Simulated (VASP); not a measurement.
Here is a VASP 6.6.1 calculation.

Contents of INCAR:

```
SYSTEM = SrO
AGGAC = 1.0 ; AGGAX = 1.0
ALDAC = 0.0 ; ALDAX = 1.0
ALGO = Normal ; EDIFF = 1E-6
ENCUT = 520 ; GGA = B5
ISIF = 2 ; ISMEAR = 0
LASPH = .TRUE. ; LCHARG = .TRUE.
LELF = .TRUE. ; LREAL = .FALSE.
LVHAR = .TRUE. ; LWAVE = .FALSE.
NBANDS = 15 ; NELM = 80
PREC = Accurate ; SIGMA = 0.05
```

KPOINTS

```
k-points
0
G
  8 8 8
  0 0 0
```

File POSCAR:

```
SrO
1.0
    0.0000000000      2.6416183541      2.6416183541
    2.6416183541      0.0000000000      2.6416183541
    2.6416183541      2.6416183541      0.0000000000
Sr O
1 1
Direct
    0.5000000000      0.5000000000      0.5000000000
    0.0000000000      0.0000000000      0.0000000000
```

Potentials or basis: VASP PAW PBE potentials, release 64 (Sr_sv, O).

Command:

```bash
$ cat potpaw_PBE.64/Sr_sv/POTCAR potpaw_PBE.64/O/POTCAR > POTCAR
$ mpirun -np 1 vasp_std > vasp.out
```

Question: What does it give for the band gap on the k mesh?

Answer: 3.42 eV (least direct gap 3.55 eV).

Question: What does it give for the pressure?

Answer: -1.1 GPa.

Caveat: the PAW data sets were made with another functional, which shifts forces and pressure a little. A k mesh can miss the band edges.
